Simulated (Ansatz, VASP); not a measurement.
# One calculation of BaS, two programs

```xyz
2
Lattice="0.0000 3.4184 3.5194 3.4184 0.0000 3.5194 3.4184 3.4184 0.0000" Properties=species:S:1:pos:R:3 pbc="T T T"
Ba    0.0000    0.0000    0.0000
S     1.7092    1.7092    1.7597
```

Change from the starting cell: biaxial_xy strain -2.9%.

Alike in both runs: task single point; functional HSE06; k mesh 4 × 4 × 4; no spin polarisation.

|  | VASP | Ansatz |
| --- | --- | --- |
| version | VASP 6.6.1 | Ansatz 0.2.0 |
| potentials or method | VASP PAW PBE potentials, release 64 (Ba_sv, S) | plane waves, PAW |
| plane-wave cutoff (eV) | 520 | 420 |
| occupations | gaussian, width 0.01 eV | fixed |
| valence electrons in the cell | 16 | 16 |

Ansatz gave:

| Item | Value |
| --- | --- |
| gap on the k mesh at the Fermi level (eV) | 3.72 |
| pressure (GPa) | 1.6 |

Problem. Which values does VASP return?

Solution. gap on the k mesh at the Fermi level (eV): 3.73; pressure (GPa): 2.1.

Ansatz's warnings: stress exchange threshold loose, stress scf threshold loose.

Neither program's run includes spin-orbit coupling.
